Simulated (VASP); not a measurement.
Wanted: the native input for a VASP 6.6.1 run.

```yaml
Task: single point
Functional: LDA
Potentials_or_basis: VASP PAW LDA potentials, release 64 (Ga_d, N)
Cutoff: 520 eV
k_mesh: 17 × 17 × 17
Occupations: fermi-dirac, width 0.05 eV
Spin: no spin polarisation
Dipole_correction: no
Further_INCAR_settings: ALGO = Normal; EDIFF = 1e-06; NBANDS = 16
```

The structure of GaN (zincblende type) lies in POSCAR:

```
GaN
1.0
    0.0000000000      1.9196650653      1.9196650653
    1.9196650653      0.0000000000      1.9196650653
    1.9196650653      1.9196650653      0.0000000000
Ga N
1 1
Direct
    0.0000000000      0.0000000000      0.0000000000
    0.2500000000      0.2500000000      0.2500000000
```

This cell differs from its parent crystal: volume scaled by 0.64.

One way to write it, as run:

INCAR

```
ALGO = Normal ; EDIFF = 1E-6
ENCUT = 520 ; GGA = CA
ISIF = 2 ; ISMEAR = -1
LASPH = T ; LCHARG = F
LREAL = F ; LWAVE = F
NBANDS = 16 ; NELM = 60
PREC = Accurate ; SIGMA = 0.05
```

KPOINTS

```
k-points
0
Gamma
  17 17 17
```

Potentials or basis: VASP PAW LDA potentials, release 64 (Ga_d, N).

Launch:

```console
$ cat potpaw_LDA.64/Ga_d/POTCAR potpaw_LDA.64/N/POTCAR > POTCAR
$ mpirun -np 1 vasp_std > vasp.out
```

It gave:

```json
{"Pressure": "238.0 GPa", "Band gap on the k mesh": "3.34 eV, indirect (least direct gap 4.67 eV)"}
```

Wall time 25 s on 1 thread of Intel(R) Xeon(R) Platinum 8488C (Sapphire Rapids) (shared host), peak memory 0.15 GiB.
